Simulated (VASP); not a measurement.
# C10Cl in VASP: single point with PBE

Aim: the single point of C10Cl with PBE.

Everything below comes from runs of VASP 6.6.1. Logs are shortened: lines on timing, memory, paths and dates and some standing lists are left out, and cuts for length are marked.

## (1) The cell of the first run

The cell holds a wire or tube with vacuum around it, 11 atoms: a = 4.272 Å, b = 8.872 Å, c = 20.279 Å, α = 90.00°, β = 90.00°, γ = 103.93°.

## (2) Single point, PBE

File INCAR:

```
PREC = Accurate
ENCUT = 520
EDIFF = 1E-7
ISMEAR = 0
SIGMA = 0.1
LREAL = F
LASPH = T
NELM = 60
ALGO = Normal
ISIF = 2
LWAVE = F
LCHARG = F
LDIPOL = T
IDIPOL = 3
DIPOL = 0.5 0.5 0.331
GGA = PE
NBANDS = 34
```

File KPOINTS:

```
Automatic mesh
0
Gamma
  7 3 1
```

File POSCAR:

```
C10Cl
1.0
    4.2718357708      0.0000000000      0.0000000000
   -2.1359178854      8.6110540238      0.0000000000
    0.0000000000      0.0000000000     20.2788004813
C Cl
10 1
Direct
    0.1564123854      0.9794914374      0.1972503257
    0.8230790520      0.9794914374      0.1972503257
    0.6461581040      0.9589828748      0.2574344554
    0.3128247708      0.9589828748      0.2574344554
    0.1338042252      0.9383827949      0.3175270426
    0.8045778963      0.9383825959      0.3175270455
    0.6222260098      0.9176685708      0.3778997975
    0.2954418906      0.9176685766      0.3778997213
    0.0947392957      0.8987953138      0.4329048587
    0.8040522437      0.8987946148      0.4329053136
    0.8447392957      1.6487953138      0.4738347561
```

Potentials or basis: VASP PAW PBE potentials, release 64 (C, Cl).

Command:

```
cat potpaw_PBE.64/C/POTCAR potpaw_PBE.64/Cl/POTCAR > POTCAR
mpirun -np 1 vasp_std > vasp.out
```

OUTCAR:

```text
PREC = Accurate
   ENCUT = 520
   EDIFF = 1E-7
   ISMEAR = 0
   LREAL = F
   LASPH = T
   NELM = 60
   ISIF = 2
   GGA = PE

 ion  position               nearest neighbor table
   1  0.156  0.979  0.197-   2 1.42   4 1.42
   2  0.823  0.979  0.197-   1 1.42   3 1.42
   3  0.646  0.959  0.257-   4 1.42   2 1.42   6 1.43
   4  0.313  0.959  0.257-   3 1.42   1 1.42   5 1.43
   5  0.134  0.938  0.318-   6 1.41   4 1.43   8 1.44
   6  0.805  0.938  0.318-   5 1.41   3 1.43   7 1.44
   7  0.622  0.918  0.378-  10 1.39   8 1.40   6 1.44
   8  0.295  0.918  0.378-   9 1.39   7 1.40   5 1.44
   9  0.095  0.899  0.433-  10 1.24   8 1.39  11 2.37
  10  0.804  0.899  0.433-   9 1.24   7 1.39
  11  0.845  0.649  0.474-   9 2.37

  LATTYP: Found a base centered orthorhombic cell.
 ALAT       =     4.2718357708
 B/A-ratio  =     4.0315473187
 C/A-ratio  =     4.7470927183

  Lattice vectors:

 A1 = (   2.1359178854,  -8.6110540238,   0.0000000000)
 A2 = (   2.1359178854,   8.6110540238,   0.0000000000)
 A3 = (   0.0000000000,   0.0000000000,  20.2788004813)

Analysis of symmetry for initial positions (statically):
=====================================================================
 Subroutine PRICEL returns:
 Original cell was already a primitive cell.

 Routine SETGRP: Setting up the symmetry group for a
 base centered orthorhombic supercell.

 Subroutine GETGRP returns: Found  1 space group operations
 (whereof  1 operations were pure point group operations)
 out of a pool of  8 trial point group operations.

The static configuration has the point symmetry C_1 .

Analysis of symmetry for dynamics (positions and initial velocities):
=====================================================================
 Subroutine PRICEL returns:
 Original cell was already a primitive cell.

 Routine SETGRP: Setting up the symmetry group for a
 base centered orthorhombic supercell.

 Subroutine GETGRP returns: Found  1 space group operations
 (whereof  1 operations were pure point group operations)
 out of a pool of  8 trial point group operations.

The dynamic configuration has the point symmetry C_1 .

 Subroutine INISYM returns: Found  1 space group operations
 (whereof  1 operations are pure point group operations),
 and found     1 'primitive' translations

----------------------------------------------------------------------------------------

                                     Primitive cell

  volume of cell :     745.9559

  direct lattice vectors                    reciprocal lattice vectors
     4.271835771  0.000000000  0.000000000     0.234091396  0.058064901  0.000000000
    -2.135917885  8.611054024  0.000000000     0.000000000  0.116129802  0.000000000
     0.000000000  0.000000000 20.278800481     0.000000000  0.000000000  0.049312581

  length of vectors
     4.271835771  8.872000711 20.278800481     0.241185229  0.116129802  0.049312581

  position of ions in fractional coordinates (direct lattice)
     0.156412385  0.979491437  0.197250326
     0.823079052  0.979491437  0.197250326
     0.646158104  0.958982875  0.257434455
     0.312824771  0.958982875  0.257434455
     0.133804225  0.938382795  0.317527043
     0.804577896  0.938382596  0.317527046
     0.622226010  0.917668571  0.377899797
     0.295441891  0.917668577  0.377899721
     0.094739296  0.898795314  0.432904859
     0.804052244  0.898794615  0.432905314
     0.844739296  0.648795314  0.473834756

  ion indices of the primitive-cell ions
   primitive index   ion index
                 1           1
                 2           2
                 3           3
                 4           4
                 5           5
                 6           6
                 7           7
                 8           8
                 9           9
                10          10
                11          11

----------------------------------------------------------------------------------------

 KPOINTS: Automatic mesh

Automatic generation of k-mesh.
 Grid dimensions read from file:
[... 32 lines left out ...]
 -----------------------------------------------------------------------------

 WARNING: IBZKPT: internal override: KBLOWUP is changed to .FALSE.
      ... skipping the blow-up phase ...

 Subroutine IBZKPT returns following result:
 ===========================================

 Found     11 irreducible k-points:

 Following reciprocal coordinates:
            Coordinates               Weight
  0.000000  0.000000  0.000000      1.000000
  0.142857 -0.000000  0.000000      2.000000
  0.285714  0.000000  0.000000      2.000000
  0.428571  0.000000  0.000000      2.000000
  0.000000  0.333333  0.000000      2.000000
  0.142857  0.333333  0.000000      2.000000
  0.285714  0.333333  0.000000      2.000000
  0.428571  0.333333  0.000000      2.000000
 -0.428571  0.333333  0.000000      2.000000
 -0.285714  0.333333  0.000000      2.000000
 -0.142857  0.333333  0.000000      2.000000
   k-points           NKPTS =     11   k-points in BZ     NKDIM =     11   number of bands    NBANDS=     34
   number of dos      NEDOS =    301   number of ions     NIONS =     11
   total plane-waves  NPLWV = 358400
   dimension x,y,z NGX =    32 NGY =   70 NGZ =  160
   dimension x,y,z NGXF=    64 NGYF=  140 NGZF=  320
   ions per type =              10   1
   NGX,Y,Z   is equivalent  to a cutoff of  12.45, 13.12, 13.12 a.u.
   NGXF,Y,Z  is equivalent  to a cutoff of  24.91, 26.23, 26.23 a.u.
 SYSTEM =  unknown system
   PREC   = accura    normal or accurate (medium, high low for compatibility)
   ISTART =      0    job   : 0-new  1-cont  2-samecut
   ICHARG =      2    charge: 1-file 2-atom 10-const
   ISPIN  =      1    spin polarized calculation?
   LNONCOLLINEAR =      F non collinear calculations
   LSORBIT =      F    spin-orbit coupling
   LASPH  =      T    aspherical Exc in radial PAW
   ENCUT  =  520.0 eV  38.22 Ry    6.18 a.u.   7.94 16.50 37.71*2*pi/ulx,y,z
   NELM   =     60;   NELMIN=  2; NELMDL= -5     # of ELM steps
   EDIFF  = 0.1E-06   stopping-criterion for ELM
   LREAL  =      F    real-space projection
   EDIFFG = 0.1E-05   stopping-criterion for IOM
   NSW    =      0    number of steps for IOM
   IBRION =     -1    ionic relax: 0-MD 1-quasi-New 2-CG
   NFREE  =      0    steps in history (QN), initial steepest desc. (CG)
   ISIF   =      2    stress and relaxation
   ISYM   =      2    0-nonsym 1-usesym 2-fastsym
   POTIM  = 0.5000    time-step for ionic-motion
   TEBEG  =    0.0;   TEEND  =   0.0 temperature during run
   PSTRESS=    0.0 pullay stress
   NELECT =      47.0000    total number of electrons
   NUPDOWN=      -1.0000    fix difference up-down
   EMIN   =  10.00;   EMAX   =-10.00  energy-range for DOS
   EFERMI =   0.00;   METHOD = LEGACY
   ISMEAR =     0;   SIGMA  =   0.10  broadening in eV -4-tet -1-fermi 0-gaus
   EFERMI_NEDOS =   21; number of points for ismear=-14 and -15
   IALGO  =     38    algorithm
   IMIX   =      4    mixing-type and parameters
     AMIX     =   0.40;   BMIX     =  1.00
     AMIX_MAG =   1.60;   BMIX_MAG =  1.00
  volume/ion in A,a.u.               =      67.81       457.63
  Fermi-wavevector in a.u.,A,eV,Ry     =   0.651433  1.231030  5.773835  0.424365
  Thomas-Fermi vector in A             =   1.721031
   LORBIT       =      0    0 simple, 1 ext, 2 COOP (PROOUT), +10 PAW based schemes
   GGA     = PE    functional components
   LHFCALC =     F    Hartree Fock is set to
   AEXX    =    0.0000 exact exchange contribution
   IVDW    =     0    specifies the selected vdW correction
   LEPSILON=     F    determine dielectric tensor
   LRPA    =     F    only Hartree local field effects (RPA)
 non-spin polarized calculation
 Gauss-broadening in eV      SIGMA  =   0.10
  energy-cutoff  :      520.00
  volume of cell :      745.96
 maximum number of plane-waves:     20148
   NGX = 15   NGY = 33   NGZ = 75

 dipolmoment           0.000000      0.000000     -0.034596 electrons x Angstroem

 number of electron      46.9999998 magnetization

 dipolmoment           0.000000      0.000000      0.050493 electrons x Angstroem

 Free energy of the ion-electron system (eV)
  ---------------------------------------------------
  ext. energy  EPLUGINS =         0.00000000
  ---------------------------------------------------
  free energy    TOTEN  =       -83.67117090 eV

  energy without entropy =      -83.62460549  energy(sigma->0) =      -83.64788820

 E-fermi :  -4.7524     XC(G=0):  -2.3445

 val. band max:       -4.7801430600   @ k =   0.2857   0.0000   0.0000
 cond. band min:      -4.7382384951   @ k =  -0.4286   0.3333   0.0000
 fundamental gap:      0.0419045649
 Fermi energy:        -4.7524156647

 k-point     1 :       0.0000    0.0000    0.0000
  band No.  band energies     occupation
      1     -23.3853      2.00000
      2     -21.6535      2.00000
      3     -19.3354      2.00000
      4     -18.2735      2.00000
      5     -18.1313      2.00000
      6     -17.4550      2.00000
[... 396 lines left out ...]
     33       1.6109      0.00000
     34       2.1378      0.00000

------------------------ aborting loop because EDIFF is reached ----------------------------------------

 vacuum level on the upper side and lower side of the slab       (xc-potential included)         0.116        -0.127

  FORCE on cell =-STRESS in cart. coord.  units (eV):
  Direction    XX          YY          ZZ          XY          YZ          ZX
  --------------------------------------------------------------------------------------
  -------------------------------------------------------------------------------------
  Total        0.6252117     -0.7533852     -1.6836445     -0.2541041      0.1589576     -0.1216558
  in kB        1.3428409     -1.6181342     -3.6161617     -0.5457694      0.3414120     -0.2612944
  external PRESSURE =      -1.2971517 kB  Pullay stress =       0.0000000 kB

 VOLUME and BASIS-vectors are now :
 -----------------------------------------------------------------------------
  energy-cutoff  :      520.00
  volume of cell :      745.96
      direct lattice vectors                 reciprocal lattice vectors
     4.271835771  0.000000000  0.000000000     0.234091396  0.058064901  0.000000000
    -2.135917885  8.611054024  0.000000000     0.000000000  0.116129802  0.000000000
     0.000000000  0.000000000 20.278800481     0.000000000  0.000000000  0.049312581

 POSITION                                       TOTAL-FORCE (eV/Angst)
 -----------------------------------------------------------------------------------
     -1.42395      8.43445      4.00000        -6.830367     -0.078783      0.926427
      1.42395      8.43445      4.00000         6.862278     -0.164154      0.930196
      0.71197      8.25785      5.22046        -0.342776      0.128372     -0.864875
     -0.71197      8.25785      5.22046         0.333184      0.102567     -0.912640
     -1.43272      8.08046      6.43907         0.033517     -0.052469     -0.144155
      1.43272      8.08046      6.43907        -0.018963     -0.086030     -0.222807
      0.69798      7.90209      7.66335        -0.369308      0.337995      0.042759
     -0.69799      7.90209      7.66335         0.440602      0.346139     -0.104791
     -1.51504      7.73958      8.77879         2.037676     -0.633139      0.261217
      1.51503      7.73957      8.77880        -2.279707     -0.210319      0.073386
      2.22281      5.58681      9.60880         0.133864      0.309822      0.015283
 -----------------------------------------------------------------------------------
    total drift:                                0.000018     -0.000468      0.000236

  FREE ENERGIE OF THE ION-ELECTRON SYSTEM (eV)
  ---------------------------------------------------
  free  energy   TOTEN  =       -83.6711709033 eV

  energy  without entropy=      -83.6246054874  energy(sigma->0) =      -83.64788820

 vacuum level on the upper side and lower side of the slab         1.692         1.443
```

Run time: 26 min. Hardware: 1 thread of AMD EPYC, shared host; peak memory 0.78 GiB.

Results:

```yaml
Free_energy: -83.6712 eV
Largest_force: 6.927 eV/Å
Band_gap_on_the_k_mesh: zero (an odd number of electrons rules out a gap without spin polarisation)
```

Forces on the atoms (eV/Å):
```
C   -6.830 -0.079  0.926
C    6.862 -0.164  0.930
C   -0.343  0.128 -0.865
C    0.333  0.103 -0.913
C    0.034 -0.052 -0.144
C   -0.019 -0.086 -0.223
C   -0.369  0.338  0.043
C    0.441  0.346 -0.105
C    2.038 -0.633  0.261
C   -2.280 -0.210  0.073
Cl   0.134  0.310  0.015
```

Caveat: an odd number of electrons without spin polarisation forces a metal; a magnetic or distorted state may lie lower.
